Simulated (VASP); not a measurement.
# Pt (Fm-3m) in VASP: notebook

Runs on Pt. Level: PBE. Tasks: relaxation of cell and atoms.

Program: VASP 6.6.1. These are calculated values, not measurements. Logs are shortened: lines on timing, memory, paths and dates and some standing lists are left out, and cuts for length are marked.

## Step 1: The cell of the first run

The structure is cubic, space group Fm-3m (No. 225). Conventional cell: a = 3.939 Å, b = 3.939 Å, c = 3.939 Å, α = 90.00°, β = 90.00°, γ = 90.00°. Pt (site symmetry m-3m) has 12 Pt at 2.79 Å within 3.7 Å.

## Step 2: Relaxation of cell and atoms, PBE, target pressure 18 GPa, at which the enthalpy is minimised

Input file INCAR:

```
  ALGO = Fast
  EDIFF = 1E-6
  EDIFFG = -0.001
  ENCUT = 600
  GGA = PE
  IBRION = 2
  ISIF = 3
  ISMEAR = -1
  LASPH = True
  LCHARG = False
  LREAL = False
  LWAVE = False
  NELM = 80
  NSW = 80
  PREC = Accurate
  PSTRESS = 180.0
  SIGMA = 0.15
```

Input file KPOINTS:

```
k-points
0
Gamma
  20 20 20
```

Input file POSCAR:

```
Pt
1.0
    0.0000000000      1.9695321791      1.9695321791
    1.9695321791      0.0000000000      1.9695321791
    1.9695321791      1.9695321791      0.0000000000
Pt
1
Direct
    0.0000000000      0.0000000000      0.0000000000
```

Potentials or basis: VASP PAW PBE potentials, release 64 (Pt).

Launch:

```bash
$ cat potpaw_PBE.64/Pt/POTCAR > POTCAR
$ mpirun -np 1 vasp_std > vasp.out
```

OUTCAR:

```text
EDIFF = 1E-6
   EDIFFG = -0.001
   ENCUT = 600
   GGA = PE
   IBRION = 2
   ISIF = 3
   ISMEAR = -1
   LASPH = True
   LREAL = False
   NELM = 80
   NSW = 80
   PREC = Accurate
   PSTRESS = 180.0

 ion  position               nearest neighbor table
   1  0.000  0.000  0.000-

  LATTYP: Found a face centered cubic cell.
 ALAT       =     3.9390643582

  Lattice vectors:

 A1 = (   0.0000000000,   1.9695321791,   1.9695321791)
 A2 = (   1.9695321791,   0.0000000000,   1.9695321791)
 A3 = (   1.9695321791,   1.9695321791,   0.0000000000)

Analysis of symmetry for initial positions (statically):
[... 33 lines left out ...]
                                     Primitive cell

  volume of cell :      15.2799

  direct lattice vectors                    reciprocal lattice vectors
     0.000000000  1.969532179  1.969532179    -0.253867393  0.253867393  0.253867393
     1.969532179  0.000000000  1.969532179     0.253867393 -0.253867393  0.253867393
     1.969532179  1.969532179  0.000000000     0.253867393  0.253867393 -0.253867393

  length of vectors
     2.785339119  2.785339119  2.785339119     0.439711223  0.439711223  0.439711223

  position of ions in fractional coordinates (direct lattice)
     0.000000000  0.000000000  0.000000000

  ion indices of the primitive-cell ions
   primitive index   ion index
                 1           1

----------------------------------------------------------------------------------------

 KPOINTS: k-points

Automatic generation of k-mesh.
 Grid dimensions read from file:
 generate k-points for:   20   20   20

 Generating k-lattice:

  Cartesian coordinates                     Fractional coordinates (reciprocal lattice)
    -0.012693370  0.012693370  0.012693370     0.050000000  0.000000000  0.000000000
     0.012693370 -0.012693370  0.012693370     0.000000000  0.050000000  0.000000000
     0.012693370  0.012693370 -0.012693370     0.000000000  0.000000000  0.050000000

  Length of vectors
     0.021985561  0.021985561  0.021985561

  Shift w.r.t. Gamma in fractional coordinates (k-lattice)
     0.000000000  0.000000000  0.000000000

 Subroutine IBZKPT returns following result:
 ===========================================

 Found    256 irreducible k-points:

 Following reciprocal coordinates:
            Coordinates               Weight
  0.000000  0.000000  0.000000      1.000000
  0.050000  0.000000  0.000000      8.000000
  0.100000  0.000000  0.000000      8.000000
  0.150000  0.000000  0.000000      8.000000
  0.200000  0.000000  0.000000      8.000000
  0.250000  0.000000  0.000000      8.000000
[... 16 lines left out ...]
 -0.400000  0.050000  0.000000     24.000000
 -0.350000  0.050000  0.000000     24.000000
 [... further k-points ...]
   k-points           NKPTS =    256   k-points in BZ     NKDIM =    256   number of bands    NBANDS=      9
   number of dos      NEDOS =    301   number of ions     NIONS =      1
   total plane-waves  NPLWV =  13824
   dimension x,y,z NGX =    24 NGY =   24 NGZ =   24
   dimension x,y,z NGXF=    48 NGYF=   48 NGZF=   48
   ions per type =               1
   NGX,Y,Z   is equivalent  to a cutoff of  14.32, 14.32, 14.32 a.u.
   NGXF,Y,Z  is equivalent  to a cutoff of  28.65, 28.65, 28.65 a.u.
 SYSTEM =  unknown system
   PREC   = accura    normal or accurate (medium, high low for compatibility)
   ISTART =      0    job   : 0-new  1-cont  2-samecut
   ICHARG =      2    charge: 1-file 2-atom 10-const
   ISPIN  =      1    spin polarized calculation?
   LNONCOLLINEAR =      F non collinear calculations
   LSORBIT =      F    spin-orbit coupling
   LASPH  =      T    aspherical Exc in radial PAW
   ENCUT  =  600.0 eV  44.10 Ry    6.64 a.u.   5.56  5.56  5.56*2*pi/ulx,y,z
   NELM   =     80;   NELMIN=  2; NELMDL= -5     # of ELM steps
   EDIFF  = 0.1E-05   stopping-criterion for ELM
   LREAL  =      F    real-space projection
   EDIFFG = -.1E-02   stopping-criterion for IOM
   NSW    =     80    number of steps for IOM
   IBRION =      2    ionic relax: 0-MD 1-quasi-New 2-CG
   NFREE  =      1    steps in history (QN), initial steepest desc. (CG)
   ISIF   =      3    stress and relaxation
   ISYM   =      2    0-nonsym 1-usesym 2-fastsym
   POTIM  = 0.5000    time-step for ionic-motion
   TEBEG  =    0.0;   TEEND  =   0.0 temperature during run
   PSTRESS=  180.0 pullay stress
   NELECT =      10.0000    total number of electrons
   NUPDOWN=      -1.0000    fix difference up-down
   EMIN   =  10.00;   EMAX   =-10.00  energy-range for DOS
   EFERMI =   0.00;   METHOD = LEGACY
   ISMEAR =    -1;   SIGMA  =   0.15  broadening in eV -4-tet -1-fermi 0-gaus
   EFERMI_NEDOS =   21; number of points for ismear=-14 and -15
   IALGO  =     68    algorithm
   IMIX   =      4    mixing-type and parameters
     AMIX     =   0.40;   BMIX     =  1.00
     AMIX_MAG =   1.60;   BMIX_MAG =  1.00
  volume/ion in A,a.u.               =      15.28       103.11
  Fermi-wavevector in a.u.,A,eV,Ry     =   1.421352  2.685966 27.487068  2.020242
  Thomas-Fermi vector in A             =   2.542171
   LORBIT       =      0    0 simple, 1 ext, 2 COOP (PROOUT), +10 PAW based schemes
   GGA     = PE    functional components
   LHFCALC =     F    Hartree Fock is set to
   AEXX    =    0.0000 exact exchange contribution
   IVDW    =     0    specifies the selected vdW correction
   LEPSILON=     F    determine dielectric tensor
   LRPA    =     F    only Hartree local field effects (RPA)
 conjugate gradient relaxation of ions
 non-spin polarized calculation
 RMM-DIIS sequential band-by-band and
  energy-cutoff  :      600.00
  volume of cell :       15.28
 maximum number of plane-waves:       532
   NGX = 11   NGY = 11   NGZ = 11

--------------------------------------- Ionic step        1  -------------------------------------------

 number of electron      10.0000000 magnetization

 Free energy of the ion-electron system (eV)
  ---------------------------------------------------
  ext. energy  EPLUGINS =         0.00000000
  ---------------------------------------------------
  free energy    TOTEN  =        -6.15458578 eV

  energy without entropy =       -6.04372749  energy(sigma->0) =       -6.09915663

------------------------ aborting loop because EDIFF is reached ----------------------------------------

  FORCE on cell =-STRESS in cart. coord.  units (eV):
  Direction    XX          YY          ZZ          XY          YZ          ZX
  --------------------------------------------------------------------------------------
  -------------------------------------------------------------------------------------
  Total        0.6262553      0.6262553      0.6262553     -0.0000000      0.0000000     -0.0000000
  in kB       65.6663341     65.6663341     65.6663341     -0.0000000      0.0000000     -0.0000000
  external PRESSURE =    -114.3336659 kB  Pullay stress =     180.0000000 kB

 VOLUME and BASIS-vectors are now :
 -----------------------------------------------------------------------------
  energy-cutoff  :      600.00
  volume of cell :       15.28
      direct lattice vectors                 reciprocal lattice vectors
     0.000000000  1.969532179  1.969532179    -0.253867393  0.253867393  0.253867393
     1.969532179  0.000000000  1.969532179     0.253867393 -0.253867393  0.253867393
     1.969532179  1.969532179  0.000000000     0.253867393  0.253867393 -0.253867393
[... 75 lines left out ...]
 POSITION                                       TOTAL-FORCE (eV/Angst)
 -----------------------------------------------------------------------------------
      0.00000      0.00000      0.00000        -0.000000     -0.000000     -0.000000
 -----------------------------------------------------------------------------------
    total drift:                               -0.000000      0.000000      0.000000

  FREE ENERGIE OF THE ION-ELECTRON SYSTEM (eV)
  ---------------------------------------------------
  free  energy   TOTEN  =        -6.1160221673 eV

  energy  without entropy=       -6.0095440246  energy(sigma->0) =       -6.06278310

  enthalpy is  TOTEN    =        -4.4583645355 eV   P V=        1.6576576318

[... ionic steps 4 to 7 ...]

--------------------------------------- Ionic step        8  -------------------------------------------

 number of electron       9.9999999 magnetization

------------------------ aborting loop because EDIFF is reached ----------------------------------------

  FORCE on cell =-STRESS in cart. coord.  units (eV):
  Direction    XX          YY          ZZ          XY          YZ          ZX
  --------------------------------------------------------------------------------------
  -------------------------------------------------------------------------------------
  Total        1.6533886      1.6533886      1.6533886     -0.0000000     -0.0000000      0.0000000
  in kB      179.8661243    179.8661243    179.8661243     -0.0000000     -0.0000000      0.0000000
  external PRESSURE =      -0.1338757 kB  Pullay stress =     180.0000000 kB

 VOLUME and BASIS-vectors are now :
 -----------------------------------------------------------------------------
  energy-cutoff  :      600.00
  volume of cell :       14.73
      direct lattice vectors                 reciprocal lattice vectors
    -0.000000000  1.945518595  1.945518595    -0.257000885  0.257000885  0.257000885
     1.945518595 -0.000000000  1.945518595     0.257000885 -0.257000885  0.257000885
     1.945518595  1.945518595 -0.000000000     0.257000885  0.257000885 -0.257000885
[... 44 lines left out ...]
  FREE ENERGIE OF THE ION-ELECTRON SYSTEM (eV)
  ---------------------------------------------------
  free  energy   TOTEN  =        -6.1129852149 eV

  energy  without entropy=       -6.0067397363  energy(sigma->0) =       -6.05986248

  enthalpy is  TOTEN    =        -4.4584211463 eV   P V=        1.6545640686

--------------------------------------- Ionic step       10  -------------------------------------------

 number of electron       9.9999999 magnetization

 Free energy of the ion-electron system (eV)
  ---------------------------------------------------
  ext. energy  EPLUGINS =         0.00000000
  ---------------------------------------------------
  free energy    TOTEN  =        -6.11289707 eV

  energy without entropy =       -6.00665806  energy(sigma->0) =       -6.05977757

 E-fermi :  11.7570     XC(G=0): -13.6338

 val. band max:       11.7521652578   @ k =  -0.4500   0.2500   0.0500
 cond. band min:      11.7629949910   @ k =   0.4500   0.1000   0.0000
 fundamental gap:      0.0108297333
 Fermi energy:        11.7569824708

 k-point     1 :       0.0000    0.0000    0.0000
  band No.  band energies     occupation
      1       1.2419      2.00000
      2       7.7955      2.00000
      3       7.7955      2.00000
      4       7.7955      2.00000
      5      10.0356      1.99998
      6      10.0356      1.99998
      7      26.2989      0.00000
      8      31.3982      0.00000
      9      31.3982      0.00000

 k-point     2 :       0.0500    0.0000    0.0000
  band No.  band energies     occupation
      1       1.3453      2.00000
      2       7.7475      2.00000
      3       7.8375      2.00000
      4       7.8375      2.00000
      5      10.0110      1.99998
      6      10.0110      1.99998
      7      26.4642      0.00000
      8      30.8423      0.00000
      9      31.5601      0.00000
[... 253 lines left out ...]
 k-point    24 :      -0.3500    0.0500    0.0000
  band No.  band energies     occupation
      1       4.1871      2.00000
      2       7.8663      2.00000
      3       7.9572      2.00000
      4       8.7507      2.00000
      5      10.9172      1.99262
      6      11.5976      1.48624
      7      21.0326      0.00000
      8      26.8307      0.00000
      9      31.5145      0.00000

 [... further k-points ...]
[... 5 lines left out ...]
  --------------------------------------------------------------------------------------
  -------------------------------------------------------------------------------------
  Total        1.6540554      1.6540554      1.6540554      0.0000000      0.0000000      0.0000000
  in kB      179.9542522    179.9542522    179.9542522      0.0000000      0.0000000      0.0000000
  external PRESSURE =      -0.0457478 kB  Pullay stress =     180.0000000 kB

 VOLUME and BASIS-vectors are now :
 -----------------------------------------------------------------------------
  energy-cutoff  :      600.00
  volume of cell :       14.73
      direct lattice vectors                 reciprocal lattice vectors
    -0.000000000  1.945462411  1.945462411    -0.257008307  0.257008307  0.257008307
     1.945462411 -0.000000000  1.945462411     0.257008307 -0.257008307  0.257008307
     1.945462411  1.945462411 -0.000000000     0.257008307  0.257008307 -0.257008307

 POSITION                                       TOTAL-FORCE (eV/Angst)
 -----------------------------------------------------------------------------------
      0.00000      0.00000      0.00000         0.000000     -0.000000      0.000000
 -----------------------------------------------------------------------------------
    total drift:                                0.000000      0.000000      0.000000

  FREE ENERGIE OF THE ION-ELECTRON SYSTEM (eV)
  ---------------------------------------------------
  free  energy   TOTEN  =        -6.1128970722 eV

  energy  without entropy=       -6.0066580626  energy(sigma->0) =       -6.05977757

  enthalpy is  TOTEN    =        -4.4584211519 eV   P V=        1.6544759203

 reached required accuracy - stopping structural energy minimisation
```

Run time: 94 s. Hardware: 1 thread of AMD EPYC 9R45 (Zen 5), shared host; peak memory 0.16 GiB.

Results:

```
Free energy                                            : -6.1129 eV
Relaxed volume                                         : 14.73 Å³/atom
Relaxed cell                                           : a = 2.751 Å, b = 2.751 Å, c = 2.751 Å, α = 60.00°, β = 60.00°, γ = 60.00°
Space group after relaxing (to 0.05 Å)                 : Fm-3m (No. 225)
Energy change on relaxing (the enthalpy is what falls) : +41.7 meV/atom
Ionic steps                                            : 10
Pressure after relaxing                                : 18.0 GPa
Band gap on the k mesh                                 : zero (band 5 reaches 12.26 eV, above the bottom of band 6 at 9.92 eV)
```

Step by step:
```tsv
step	energy change (eV)	largest force (eV/Å)	pressure (GPa)	volume (Å³)
1	0.0000	0.0000	6.57	15.28
2	0.5146	0.0000	76.30	12.99
3	0.0386	0.0000	17.33	14.75
4	0.0412	0.0000	17.92	14.73
5	0.0424	0.0000	18.14	14.72
6	0.0398	0.0000	17.68	14.74
7	0.0418	0.0000	18.04	14.73
8	0.0415	0.0000	17.99	14.73
9	0.0416	0.0000	17.99	14.73
10	0.0417	0.0000	18.00	14.73
```

Final structure:
```
CELL_PARAMETERS angstrom
0.00000 1.94546 1.94546
1.94546 0.00000 1.94546
1.94546 1.94546 0.00000
ATOMIC_POSITIONS crystal
Pt 0.00000 0.00000 0.00000
```

Levels at points of the mesh, in eV from the Fermi level:
```tsv
k point	band 2	band 3	band 4	band 5	band 6	band 7	band 8	band 9
(0.00, 0.00, 0.00)	-3.96	-3.96	-3.96	-1.72	-1.72	14.54	19.64	19.64
(0.50, 0.00, 0.00)	-4.03	-4.03	-0.60	0.02	0.02	6.01	14.12	19.12
(0.50, 0.50, 0.00)	-6.90	-0.02	0.50	0.50	1.71	9.12	11.44	11.44
```

Caveat: the cell is relaxed towards a set pressure, so the enthalpy falls and the energy may rise; spin-orbit coupling is left out, which moves the levels of the heavy elements.

## Step 3: Relaxation of cell and atoms, PBE

This run uses another cell than the first one, of 15.64 Å³/atom, 1.024 times its volume.

Input file INCAR:

```
PREC = Accurate ; ENCUT = 600
EDIFF = 1E-7 ; ISMEAR = -1
SIGMA = 0.15 ; LREAL = False
LASPH = True ; NELM = 100
ALGO = Normal ; ISIF = 3
LWAVE = False ; LCHARG = False
GGA = PE ; IBRION = 2
NSW = 80 ; EDIFFG = -0.001
```

Input file KPOINTS:

```
regular mesh
0
Gamma
  20 20 20
```

Input file POSCAR:

```
Pt
1.0
    0.0000000000      1.9850550533      1.9850550533
    1.9850550533      0.0000000000      1.9850550533
    1.9850550533      1.9850550533      0.0000000000
Pt
1
Direct
    0.0000000000      0.0000000000      0.0000000000
```

Potentials or basis: VASP PAW PBE potentials, release 64 (Pt).

Launch:

```bash
$ cat potpaw_PBE.64/Pt/POTCAR > POTCAR
$ mpirun -np 1 vasp_std > vasp.out
```

It took 36 s on 1 thread of AMD EPYC 9R45 (Zen 5), shared host; peak memory 0.15 GiB.

It converged, with:

```
Free energy                            : -6.1624 eV
Relaxed volume                         : 15.67 Å³/atom
Relaxed cell                           : a = 2.809 Å, b = 2.809 Å, c = 2.809 Å, α = 60.00°, β = 60.00°, γ = 60.00°
Space group after relaxing (to 0.05 Å) : Fm-3m (No. 225)
Energy gained by relaxing              : 0.0 meV/atom
Ionic steps                            : 3
Pressure after relaxing                : 0.0 GPa
Band gap on the k mesh                 : zero (band 5 reaches 11.01 eV, above the bottom of band 6 at 8.91 eV)
```

Final structure:
```
CELL_PARAMETERS angstrom
0.00000 1.98601 1.98601
1.98601 0.00000 1.98601
1.98601 1.98601 0.00000
ATOMIC_POSITIONS crystal
Pt 0.00000 0.00000 0.00000
```

Levels at points of the mesh, in eV from the Fermi level:
```csv
k point,band 1,band 2,band 3,band 4,band 5,band 6,band 7,band 8,band 9
"(0.00, 0.00, 0.00)",-9.82,-3.58,-3.58,-3.58,-1.56,-1.56,14.72,19.46,19.46
"(0.50, 0.00, 0.00)",-6.96,-3.64,-3.64,-0.34,0.01,0.01,5.53,14.27,18.69
"(0.50, 0.50, 0.00)",-6.69,-6.25,-0.03,0.43,0.43,1.83,8.45,11.25,11.25
```

Caveat: spin-orbit coupling is left out, which moves the levels of the heavy elements.
